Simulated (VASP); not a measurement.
# Ag in VASP: further runs

The runs below take Ag through single point, with PBEsol.

All numbers are computed with VASP 6.6.1; they aren't measurements. Logs are shortened: lines on timing, memory, paths and dates and some standing lists are left out, and cuts for length are marked.

**1. The cell of the first run**

The structure is cubic, space group Fm-3m (No. 225). Conventional cell: a = 3.759 Å, b = 3.759 Å, c = 3.759 Å, α = 90.00°, β = 90.00°, γ = 90.00°. Within 3.5 Å of Ag (site symmetry m-3m) lie 12 Ag at 2.66 Å.

**2. Single point, PBEsol (strain -0.080 along x and y, -0.080 along z)**

Contents of INCAR:

```
PREC = Accurate
ENCUT = 520
EDIFF = 1E-6
ISMEAR = 0
SIGMA = 0.15
LREAL = F
LASPH = T
NELM = 100
ALGO = Normal
ISIF = 2
LWAVE = F
LCHARG = T
GGA = PS
LELF = T
LVHAR = T
NBANDS = 12
```

Contents of KPOINTS:

```
Automatic mesh
0
Gamma
  20 20 20
```

Contents of POSCAR:

```
Ag
1.0
    0.0000000000      1.8796520000      1.8796520000
    1.8796520000      0.0000000000      1.8796520000
    1.8796520000      1.8796520000      0.0000000000
Ag
1
Direct
    0.0000000000      0.0000000000      0.0000000000
```

Potentials or basis: VASP PAW PBE potentials, release 64 (Ag).

Run with:

```console
cat potpaw_PBE.64/Ag/POTCAR > POTCAR
mpirun -np 1 vasp_std > vasp.out
```

OUTCAR:

```text
PREC = Accurate
   ENCUT = 520
   EDIFF = 1E-6
   ISMEAR = 0
   LREAL = F
   LASPH = T
   NELM = 100
   ISIF = 2
   GGA = PS

 ion  position               nearest neighbor table
   1  0.000  0.000  0.000-

  LATTYP: Found a face centered cubic cell.
 ALAT       =     3.7593040000

  Lattice vectors:

 A1 = (   0.0000000000,   1.8796520000,   1.8796520000)
 A2 = (   1.8796520000,   0.0000000000,   1.8796520000)
 A3 = (   1.8796520000,   1.8796520000,   0.0000000000)

Analysis of symmetry for initial positions (statically):
=====================================================================
 Subroutine PRICEL returns:
 Original cell was already a primitive cell.

 Routine SETGRP: Setting up the symmetry group for a
 face centered cubic supercell.

 Subroutine GETGRP returns: Found 48 space group operations
 (whereof 48 operations were pure point group operations)
 out of a pool of 48 trial point group operations.

The static configuration has the point symmetry O_h .

Analysis of symmetry for dynamics (positions and initial velocities):
=====================================================================
 Subroutine PRICEL returns:
 Original cell was already a primitive cell.

 Routine SETGRP: Setting up the symmetry group for a
 face centered cubic supercell.

 Subroutine GETGRP returns: Found 48 space group operations
 (whereof 48 operations were pure point group operations)
 out of a pool of 48 trial point group operations.

The dynamic configuration has the point symmetry O_h .

 Subroutine INISYM returns: Found 48 space group operations
 (whereof 48 operations are pure point group operations),
 and found     1 'primitive' translations

----------------------------------------------------------------------------------------

                                     Primitive cell

  volume of cell :      13.2820

  direct lattice vectors                    reciprocal lattice vectors
     0.000000000  1.879652000  1.879652000    -0.266006686  0.266006686  0.266006686
     1.879652000  0.000000000  1.879652000     0.266006686 -0.266006686  0.266006686
     1.879652000  1.879652000  0.000000000     0.266006686  0.266006686 -0.266006686

  length of vectors
     2.658229351  2.658229351  2.658229351     0.460737096  0.460737096  0.460737096

  position of ions in fractional coordinates (direct lattice)
     0.000000000  0.000000000  0.000000000

  ion indices of the primitive-cell ions
   primitive index   ion index
                 1           1

----------------------------------------------------------------------------------------

 KPOINTS: Automatic mesh

Automatic generation of k-mesh.
 Grid dimensions read from file:
 generate k-points for:   20   20   20

 Generating k-lattice:

  Cartesian coordinates                     Fractional coordinates (reciprocal lattice)
    -0.013300334  0.013300334  0.013300334     0.050000000  0.000000000  0.000000000
     0.013300334 -0.013300334  0.013300334     0.000000000  0.050000000  0.000000000
     0.013300334  0.013300334 -0.013300334     0.000000000  0.000000000  0.050000000

  Length of vectors
     0.023036855  0.023036855  0.023036855

  Shift w.r.t. Gamma in fractional coordinates (k-lattice)
     0.000000000  0.000000000  0.000000000

 Subroutine IBZKPT returns following result:
 ===========================================

 Found    256 irreducible k-points:

 Following reciprocal coordinates:
            Coordinates               Weight
  0.000000  0.000000  0.000000      1.000000
  0.050000  0.000000  0.000000      8.000000
  0.100000  0.000000  0.000000      8.000000
  0.150000  0.000000  0.000000      8.000000
  0.200000  0.000000  0.000000      8.000000
  0.250000  0.000000  0.000000      8.000000
[... 16 lines left out ...]
 -0.400000  0.050000  0.000000     24.000000
 -0.350000  0.050000  0.000000     24.000000
 [... further k-points ...]
   k-points           NKPTS =    256   k-points in BZ     NKDIM =    256   number of bands    NBANDS=     12
   number of dos      NEDOS =    301   number of ions     NIONS =      1
   total plane-waves  NPLWV =   8000
   dimension x,y,z NGX =    20 NGY =   20 NGZ =   20
   dimension x,y,z NGXF=    40 NGYF=   40 NGZF=   40
   ions per type =               1
   NGX,Y,Z   is equivalent  to a cutoff of  12.51, 12.51, 12.51 a.u.
   NGXF,Y,Z  is equivalent  to a cutoff of  25.02, 25.02, 25.02 a.u.
 SYSTEM =  unknown system
   PREC   = accura    normal or accurate (medium, high low for compatibility)
   ISTART =      0    job   : 0-new  1-cont  2-samecut
   ICHARG =      2    charge: 1-file 2-atom 10-const
   ISPIN  =      1    spin polarized calculation?
   LNONCOLLINEAR =      F non collinear calculations
   LSORBIT =      F    spin-orbit coupling
   LASPH  =      T    aspherical Exc in radial PAW
   ENCUT  =  520.0 eV  38.22 Ry    6.18 a.u.   4.94  4.94  4.94*2*pi/ulx,y,z
   NELM   =    100;   NELMIN=  2; NELMDL= -5     # of ELM steps
   EDIFF  = 0.1E-05   stopping-criterion for ELM
   LREAL  =      F    real-space projection
   EDIFFG = 0.1E-04   stopping-criterion for IOM
   NSW    =      0    number of steps for IOM
   IBRION =     -1    ionic relax: 0-MD 1-quasi-New 2-CG
   NFREE  =      0    steps in history (QN), initial steepest desc. (CG)
   ISIF   =      2    stress and relaxation
   ISYM   =      2    0-nonsym 1-usesym 2-fastsym
   POTIM  = 0.5000    time-step for ionic-motion
   TEBEG  =    0.0;   TEEND  =   0.0 temperature during run
   PSTRESS=    0.0 pullay stress
   NELECT =      11.0000    total number of electrons
   NUPDOWN=      -1.0000    fix difference up-down
   EMIN   =  10.00;   EMAX   =-10.00  energy-range for DOS
   EFERMI =   0.00;   METHOD = LEGACY
   ISMEAR =     0;   SIGMA  =   0.15  broadening in eV -4-tet -1-fermi 0-gaus
   EFERMI_NEDOS =   21; number of points for ismear=-14 and -15
   IALGO  =     38    algorithm
   IMIX   =      4    mixing-type and parameters
     AMIX     =   0.40;   BMIX     =  1.00
     AMIX_MAG =   1.60;   BMIX_MAG =  1.00
  volume/ion in A,a.u.               =      13.28        89.63
  Fermi-wavevector in a.u.,A,eV,Ry     =   1.537393  2.905252 32.158427  2.363578
  Thomas-Fermi vector in A             =   2.643908
   LORBIT       =      0    0 simple, 1 ext, 2 COOP (PROOUT), +10 PAW based schemes
   GGA     = PS    functional components
   LHFCALC =     F    Hartree Fock is set to
   AEXX    =    0.0000 exact exchange contribution
   IVDW    =     0    specifies the selected vdW correction
   LEPSILON=     F    determine dielectric tensor
   LRPA    =     F    only Hartree local field effects (RPA)
 non-spin polarized calculation
 Gauss-broadening in eV      SIGMA  =   0.15
  energy-cutoff  :      520.00
  volume of cell :       13.28
 maximum number of plane-waves:       369
   NGX =  9   NGY =  9   NGZ =  9

 number of electron      10.9999995 magnetization

 Free energy of the ion-electron system (eV)
  ---------------------------------------------------
  ext. energy  EPLUGINS =         0.00000000
  ---------------------------------------------------
  free energy    TOTEN  =        -2.89886633 eV

  energy without entropy =       -2.89657574  energy(sigma->0) =       -2.89772103

 E-fermi :  12.3213     XC(G=0): -13.9661

 val. band max:       12.3168408091   @ k =   0.4500   0.3500   0.0000
 cond. band min:      12.3607153241   @ k =   0.5000   0.2500   0.1000
 fundamental gap:      0.0438745151
 Fermi energy:        12.3212927849

 k-point     1 :       0.0000    0.0000    0.0000
  band No.  band energies     occupation
      1       2.3612      2.00000
      2       6.3599      2.00000
      3       6.3599      2.00000
      4       6.3599      2.00000
      5       7.9787      2.00000
      6       7.9787      2.00000
      7      28.5009      0.00000
      8      33.5832      0.00000
      9      33.5832      0.00000
     10      33.5832      0.00000
     11      39.1724      0.00000
     12      42.5106      0.00000

 k-point     2 :       0.0500    0.0000    0.0000
  band No.  band energies     occupation
      1       2.4582      2.00000
      2       6.3282      2.00000
      3       6.3928      2.00000
      4       6.3928      2.00000
      5       7.9634      2.00000
      6       7.9634      2.00000
      7      28.5959      0.00000
      8      32.8906      0.00000
      9      33.6883      0.00000
     10      33.6883      0.00000
     11      39.7306      0.00000
     12      42.1100      0.00000

 k-point     3 :       0.1000    0.0000    0.0000
  band No.  band energies     occupation
      1       2.7395      2.00000
      2       6.2479      2.00000
      3       6.4812      2.00000
      4       6.4812      2.00000
      5       7.9288      2.00000
      6       7.9288      2.00000
      7      28.8126      0.00000
      8      31.4302      0.00000
      9      33.9892      0.00000
     10      33.9892      0.00000
     11      39.6334      0.00000
     12      41.5936      0.00000

 k-point     4 :       0.1500    0.0000    0.0000
  band No.  band energies     occupation
      1       3.1692      2.00000
      2       6.1685      2.00000
      3       6.5910      2.00000
      4       6.5910      2.00000
      5       7.9114      2.00000
      6       7.9114      2.00000
      7      28.7090      0.00000
      8      30.0745      0.00000
      9      34.4375      0.00000
     10      34.4375      0.00000
     11      38.5249      0.00000
     12      40.5157      0.00000

 k-point     5 :       0.2000    0.0000    0.0000
  band No.  band energies     occupation
      1       3.6563      2.00000
      2       6.1970      2.00000
      3       6.6647      2.00000
      4       6.6647      2.00000
      5       7.9695      2.00000
      6       7.9695      2.00000
      7      27.2853      0.00000
      8      29.7695      0.00000
      9      34.9271      0.00000
     10      34.9271      0.00000
     11      37.7739      0.00000
     12      39.2830      0.00000

 k-point     6 :       0.2500    0.0000    0.0000
  band No.  band energies     occupation
      1       4.0269      2.00000
      2       6.5193      2.00000
      3       6.6577      2.00000
      4       6.6577      2.00000
      5       8.1437      2.00000
      6       8.1438      2.00000
      7      25.3661      0.00000
      8      29.5530      0.00000
      9      35.2049      0.00000
     10      35.2049      0.00000
     11      37.7989      0.00000
     12      38.2804      0.00000

 k-point     7 :       0.3000    0.0000    0.0000
  band No.  band energies     occupation
      1       4.1577      2.00000
      2       6.5835      2.00000
      3       6.5835      2.00000
      4       7.2592      2.00000
      5       8.4092      2.00000
      6       8.4092      2.00000
      7      23.3558      0.00000
      8      29.1097      0.00000
      9      34.8647      0.00000
     10      34.8647      0.00000
     11      37.9871      0.00000
     12      37.9871      0.00000

 k-point     8 :       0.3500    0.0000    0.0000
  band No.  band energies     occupation
      1       4.1281      2.00000
      2       6.4842      2.00000
      3       6.4842      2.00000
      4       8.3149      2.00000
      5       8.7034      2.00000
      6       8.7034      2.00000
      7      21.3689      0.00000
      8      28.5972      0.00000
      9      34.0718      0.00000
     10      34.0718      0.00000
     11      38.2662      0.00000
     12      38.2662      0.00000
[... 166 lines left out ...]
 k-point    20 :       0.4500    0.0500    0.0000
  band No.  band energies     occupation
      1       4.0682      2.00000
      2       6.2942      2.00000
      3       6.4118      2.00000
      4       8.6153      2.00000
      5       9.1694      2.00000
      6      10.7080      2.00000
      7      18.5190      0.00000
      8      28.0048      0.00000
      9      32.3247      0.00000
     10      32.7749      0.00000
     11      39.0346      0.00000
     12      39.1288      0.00000

 k-point    21 :       0.5000    0.0500    0.0000
  band No.  band energies     occupation
      1       4.0306      2.00000
      2       6.2632      2.00000
      3       6.3692      2.00000
      4       8.8312      2.00000
      5       9.2132      2.00000
      6      11.4113      2.00000
      7      17.5512      0.00000
      8      27.8451      0.00000
      9      32.2325      0.00000
     10      32.3295      0.00000
     11      39.1604      0.00000
     12      39.2670      0.00000

 k-point    22 :      -0.4500    0.0500    0.0000
  band No.  band energies     occupation
      1       4.0394      2.00000
      2       6.2782      2.00000
      3       6.3686      2.00000
      4       8.8503      2.00000
      5       9.1286      2.00000
      6      11.2624      2.00000
      7      17.7659      0.00000
      8      27.8710      0.00000
      9      32.0291      0.00000
     10      32.6781      0.00000
     11      39.1327      0.00000
     12      39.1675      0.00000

 k-point    23 :      -0.4000    0.0500    0.0000
  band No.  band energies     occupation
      1       4.0922      2.00000
      2       6.3359      2.00000
      3       6.4107      2.00000
      4       8.6437      2.00000
      5       8.9272      2.00000
      6      10.4308      2.00000
      7      19.0187      0.00000
      8      28.0786      0.00000
      9      32.1544      0.00000
     10      33.3790      0.00000
     11      38.8340      0.00000
     12      38.9173      0.00000

 k-point    24 :      -0.3500    0.0500    0.0000
  band No.  band energies     occupation
      1       4.1713      2.00000
      2       6.4257      2.00000
      3       6.4899      2.00000
      4       8.1283      2.00000
      5       8.6414      2.00000
      6       9.5564      2.00000
      7      20.7748      0.00000
      8      28.4451      0.00000
      9      32.5536      0.00000
     10      34.4050      0.00000
     11      38.2424      0.00000
     12      38.5028      0.00000

 [... further k-points ...]
[... 5 lines left out ...]
  --------------------------------------------------------------------------------------
  -------------------------------------------------------------------------------------
  Total        4.1704816      4.1704816      4.1704816      0.0000000     -0.0000000     -0.0000000
  in kB      503.0769795    503.0769795    503.0769795      0.0000000     -0.0000000     -0.0000000
  external PRESSURE =     503.0769795 kB  Pullay stress =       0.0000000 kB

 VOLUME and BASIS-vectors are now :
 -----------------------------------------------------------------------------
  energy-cutoff  :      520.00
  volume of cell :       13.28
      direct lattice vectors                 reciprocal lattice vectors
     0.000000000  1.879652000  1.879652000    -0.266006686  0.266006686  0.266006686
     1.879652000  0.000000000  1.879652000     0.266006686 -0.266006686  0.266006686
     1.879652000  1.879652000  0.000000000     0.266006686  0.266006686 -0.266006686

 POSITION                                       TOTAL-FORCE (eV/Angst)
 -----------------------------------------------------------------------------------
      0.00000      0.00000      0.00000        -0.000000      0.000000     -0.000000
 -----------------------------------------------------------------------------------
    total drift:                               -0.000000     -0.000000     -0.000000

  FREE ENERGIE OF THE ION-ELECTRON SYSTEM (eV)
  ---------------------------------------------------
  free  energy   TOTEN  =        -2.8988663258 eV

  energy  without entropy=       -2.8965757421  energy(sigma->0) =       -2.89772103
```

Wall time 14 s (1 thread of AMD EPYC 9R45 (Zen 5), shared host); peak memory 0.12 GiB.

Results:

* Free energy: -2.8989 eV
* Pressure: 50.3 GPa

Levels at points of the mesh, in eV from the Fermi level:
```
           k point  band 3  band 4  band 5  band 6  band 7  band 8  band 9  band 10
(0.00, 0.00, 0.00)   -5.96   -5.96   -4.34   -4.34   16.18   21.26   21.26    21.26
(0.50, 0.00, 0.00)   -6.01   -3.11   -3.11   -1.28    5.16   15.46   20.29    20.29
(0.50, 0.50, 0.00)   -3.15   -2.79   -2.79    1.23    8.88   11.80   11.80    20.46
```

Caveat: the cell differs from its parent crystal (strain -0.080 along x and y, -0.080 along z); the PAW data sets were made with another functional, which shifts forces and pressure a little.

**3. Single point, PBEsol (strain -0.040 along x and y, -0.040 along z)**

Contents of INCAR:

```
SYSTEM = Ag
ALGO = Normal
EDIFF = 1E-6
ENCUT = 520
GGA = PS
ISIF = 2
ISMEAR = 0
LASPH = .TRUE.
LCHARG = .FALSE.
LREAL = .FALSE.
LWAVE = .FALSE.
NBANDS = 12
NELM = 60
PREC = Accurate
SIGMA = 0.15
```

Contents of KPOINTS:

```
k-points
0
G
  20 20 20
  0 0 0
```

Contents of POSCAR:

```
Ag
1.0
    0.0000000000      1.9613760000      1.9613760000
    1.9613760000      0.0000000000      1.9613760000
    1.9613760000      1.9613760000      0.0000000000
Ag
1
Direct
    0.0000000000      0.0000000000      0.0000000000
```

Potentials or basis: VASP PAW PBE potentials, release 64 (Ag).

Run with:

```console
cat potpaw_PBE.64/Ag/POTCAR > POTCAR
mpirun -np 1 vasp_std > vasp.out
```

Wall time 19 s (1 thread of AMD EPYC 9R45 (Zen 5), shared host); peak memory 0.14 GiB.

The run converged. Its results:

```
Free energy : -3.2461 eV
Pressure    : 15.2 GPa
```

Levels at points of the mesh, in eV from the Fermi level:
```csv
k point,band 3,band 4,band 5,band 6,band 7,band 8,band 9,band 10
"(0.00, 0.00, 0.00)",-5.26,-5.26,-3.97,-3.97,16.19,20.49,20.49,20.49
"(0.50, 0.00, 0.00)",-5.30,-2.98,-2.98,-0.82,4.32,15.44,19.07,19.07
"(0.50, 0.50, 0.00)",-3.01,-2.72,-2.72,1.42,7.73,11.22,11.22,18.71
```

Caveat: the cell differs from its parent crystal (strain -0.040 along x and y, -0.040 along z); the PAW data sets were made with another functional, which shifts forces and pressure a little.

**4. Single point, PBEsol (strain +0.040 along x and y, +0.040 along z)**

Contents of INCAR:

```
PREC = Accurate ; ENCUT = 520
EDIFF = 1E-7 ; ISMEAR = 0
SIGMA = 0.15 ; LREAL = False
LASPH = True ; NELM = 100
ALGO = Normal ; ISIF = 2
LWAVE = False ; LCHARG = False
GGA = PS ; NBANDS = 12
```

Contents of KPOINTS:

```
Automatic mesh
0
Gamma
  20 20 20
```

Contents of POSCAR:

```
Ag
1.0
    0.0000000000      2.1248240000      2.1248240000
    2.1248240000      0.0000000000      2.1248240000
    2.1248240000      2.1248240000      0.0000000000
Ag
1
Direct
    0.0000000000      0.0000000000      0.0000000000
```

Run with:

```console
cat potpaw_PBE.64/Ag/POTCAR > POTCAR
mpirun -np 1 vasp_std > vasp.out
```

Wall time 19 s (1 thread of AMD EPYC 9R45 (Zen 5), shared host); peak memory 0.15 GiB.

Results (log left out):

```
Free energy : -3.2080 eV
Pressure    : -11.3 GPa
```

Levels at points of the mesh, in eV from the Fermi level:
| k point | band 3 | band 4 | band 5 | band 6 | band 7 | band 8 | band 9 | band 10 |
| --- | --- | --- | --- | --- | --- | --- | --- | --- |
| (0.00, 0.00, 0.00) | -4.37 | -4.37 | -3.52 | -3.52 | 15.69 | 18.57 | 18.57 | 18.57 |
| (0.50, 0.00, 0.00) | -4.38 | -2.87 | -2.87 | -0.13 | 2.99 | 14.92 | 16.61 | 16.61 |
| (0.50, 0.50, 0.00) | -2.89 | -2.70 | -2.70 | 1.67 | 5.86 | 10.03 | 10.03 | 15.76 |

Caveat: the cell differs from its parent crystal (strain +0.040 along x and y, +0.040 along z); the PAW data sets were made with another functional, which shifts forces and pressure a little.

**5. Single point, PBEsol (strain +0.080 along x and y, +0.080 along z)**

Contents of INCAR:

```
PREC = Accurate
ENCUT = 520
EDIFF = 1E-6
ISMEAR = 0
SIGMA = 0.15
LREAL = False
LASPH = True
NELM = 80
ALGO = Normal
ISIF = 2
LWAVE = False
LCHARG = False
GGA = PS
NBANDS = 12
```

Contents of KPOINTS:

```
regular mesh
0
Gamma
  20 20 20
```

Contents of POSCAR:

```
Ag
1.0
    0.0000000000      2.2065480000      2.2065480000
    2.2065480000      0.0000000000      2.2065480000
    2.2065480000      2.2065480000      0.0000000000
Ag
1
Direct
    0.0000000000      0.0000000000      0.0000000000
```

Run with:

```console
cat potpaw_PBE.64/Ag/POTCAR > POTCAR
mpirun -np 1 vasp_std > vasp.out
```

It took 20 s on 1 thread of AMD EPYC 9R45 (Zen 5), shared host; peak memory 0.15 GiB.

The run converged. Its results:

- Free energy: -3.0189 eV
- Pressure: -14.5 GPa

Levels at points of the mesh, in eV from the Fermi level:
| k point | band 3 | band 4 | band 5 | band 6 | band 7 | band 8 | band 9 | band 10 |
| --- | --- | --- | --- | --- | --- | --- | --- | --- |
| (0.00, 0.00, 0.00) | -4.10 | -4.10 | -3.41 | -3.41 | 15.29 | 17.50 | 17.50 | 17.50 |
| (0.50, 0.00, 0.00) | -4.11 | -2.88 | -2.88 | 0.10 | 2.45 | 14.51 | 15.44 | 15.44 |
| (0.50, 0.50, 0.00) | -2.90 | -2.74 | -2.74 | 1.73 | 5.08 | 9.44 | 9.44 | 14.43 |

Caveat: the cell differs from its parent crystal (strain +0.080 along x and y, +0.080 along z); the PAW data sets were made with another functional, which shifts forces and pressure a little.

(Part 1 of 2 ends here.)
